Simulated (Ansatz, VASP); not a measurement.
**One calculation of KI, two programs**

File INCAR:

```
SYSTEM = KI
PREC = Accurate
ENCUT = 520
EDIFF = 1E-6
ISMEAR = -1
SIGMA = 0.01
LREAL = .FALSE.
LASPH = .TRUE.
NELM = 80
ALGO = Normal
ISIF = 2
LWAVE = .FALSE.
LCHARG = .FALSE.
GGA = PS
NBANDS = 15
```

KPOINTS

```
regular mesh
0
G
  8 8 8
  0 0 0
```

File POSCAR:

```
KI
1.0
    0.0000000000      3.4526002195      3.4526002195
    3.4526002195      0.0000000000      3.4526002195
    3.4526002195      3.4526002195      0.0000000000
K I
1 1
Direct
    0.0000000000      0.0000000000      0.0000000000
    0.5000000000      0.5000000000      0.5000000000
```

Input for Ansatz:

```yaml
crystal:
  lattice:
    - [0.0, 3.4526002195, 3.4526002195]
    - [3.4526002195, 0.0, 3.4526002195]
    - [3.4526002195, 3.4526002195, 0.0]
  atoms:
    - { symbol: K, position: [0.0, 0.0, 0.0] }
    - { symbol: I, position: [0.5, 0.5, 0.5] }
kpoints:
  mp_grid: { grid: [8, 8, 8] }
  band_path:
    path:
      - [0.0, 0.0, 0.0]
      - [0.5, 0.0, 0.5]
      - [0.625, 0.25, 0.625]
      - [0.375, 0.375, 0.75]
      - [0.0, 0.0, 0.0]
      - [0.5, 0.5, 0.5]
      - [0.5, 0.25, 0.75]
      - [0.5, 0.0, 0.5]
    npoints: 5
scf:
  occupations: { method: fermi_dirac, width: 0.01 }
hamiltonian:
  xc: pbesol
  pseudopotentials: { kind: all_electron, lapw: { basis_error: 0.001 } }
output:
  forces: true
  stress: true
  eigenvalues: true
```

Change from the starting cell: volume scaled by 0.94.

Alike in both runs: task single point; functional PBEsol; k mesh 8 × 8 × 8; occupations fermi-dirac, width 0.01 eV; no spin polarisation.

```csv
,VASP,Ansatz
version,VASP 6.6.1,Ansatz 0.2.0
potentials or method,"VASP PAW PBE potentials, release 64 (K_sv, I), cutoff 520 eV","all-electron LAPW, scalar-relativistic"
```

```csv
,VASP,Ansatz,Ansatz less VASP
gap on the k mesh at the Fermi level (eV),3.97,3.97,+0.005
pressure (GPa),0.6,0.6,-0.04
```

VASP's potentials were made for PBE, not for PBEsol. Ansatz ran all-electron here, and VASP with PAW potentials.

Spin-orbit coupling is off throughout.
